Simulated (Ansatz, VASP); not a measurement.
**One calculation of Na3LaO3, two programs**

The input INCAR:

```
ALGO = Normal ; EDIFF = 1E-6
EDIFFG = -0.025 ; ENCUT = 600
GGA = PE ; IBRION = 2
ISIF = 3 ; ISMEAR = 0
LASPH = T ; LCHARG = F
LREAL = F ; LWAVE = F
NELM = 100 ; NSW = 80
PREC = Accurate ; SIGMA = 0.1
```

File KPOINTS:

```
k-points
0
Gamma
  4 4 4
```

File POSCAR:

```
Na3LaO3
1.0
    0.0026953439     -4.5422126167      0.1241742478
    4.7780091115     -0.0026953439      0.0423456589
   -2.3373916526      2.1171525930      5.7022305085
Na La O
3 1 3
Direct
    0.1475464609      0.5996905792      0.3263031424
    0.6273190576      0.1315962686      0.3081249837
    0.9830605362      0.9412577215      0.9027809398
    0.4094516366      0.3595547785      0.7544547656
    0.4046925876      0.9797538538      0.8599465153
    0.9508839883      0.5058786129      0.9075985108
    0.2110932326      0.2163156855      0.4088861422
```

Input for Ansatz:

```yaml
crystal:
  lattice:
    - [0.0026953439, -4.5422126167, 0.1241742478]
    - [4.7780091115, -0.0026953439, 0.0423456589]
    - [-2.3373916526, 2.117152593, 5.7022305085]
  atoms:
    - { symbol: Na, position: [0.1475464609, 0.5996905792, 0.3263031424] }
    - { symbol: Na, position: [0.6273190576, 0.1315962686, 0.3081249837] }
    - { symbol: Na, position: [0.9830605362, 0.9412577215, 0.9027809398] }
    - { symbol: La, position: [0.4094516366, 0.3595547785, 0.7544547656] }
    - { symbol: O, position: [0.4046925876, 0.9797538538, 0.8599465153] }
    - { symbol: O, position: [0.9508839883, 0.5058786129, 0.9075985108] }
    - { symbol: O, position: [0.2110932326, 0.2163156855, 0.4088861422] }
basis:
  ecutwfc: 420
kpoints:
  mp_grid: { grid: [4, 4, 4] }
hamiltonian:
  xc: pbe
scf:
  occupations: { method: gaussian, width: 0.1 }
  lower_state_search: "off"
output:
  forces: true
  stress: true
  eigenvalues: true
relax:
  adjacent_minimum: "off"
  f_tol: 0.025
  max_steps: 60
  cell: { stress_tol: 0.25 }
```

Change from the starting cell: cell x1, atoms moved at random (sigma 0.15 Å) and cell strained at random (1.5 %), then relaxed without symmetry.

Alike in both runs: task relaxation of cell and atoms; functional PBE; k mesh 4 × 4 × 4; occupations gaussian, width 0.1 eV; no spin polarisation.

|  | VASP | Ansatz |
| --- | --- | --- |
| version | VASP 6.6.1 | Ansatz 0.2.0 |
| potentials or method | VASP PAW PBE potentials, release 64 (Na_pv, La, O), cutoff 600 eV | scalar-relativistic, plane waves, PAW |
| valence electrons in the cell | 50 | 56 |

|  | VASP | Ansatz | Ansatz less VASP |
| --- | --- | --- | --- |
| gap on the k mesh at the Fermi level, each at its own relaxed structure (eV) | 1.29 | 1.27 | -0.015 |
| relaxed volume (Å³/atom) | 17.40 | 17.45 | +0.052 |
| relaxed cell length with the largest relative difference (Å) | 4.397 | 4.411 | +0.0143 |

VASP's potentials hold 50 valence electrons a cell and Ansatz's 56, so a difference there can come from the potentials and not from the codes.

Spin-orbit coupling is off throughout.
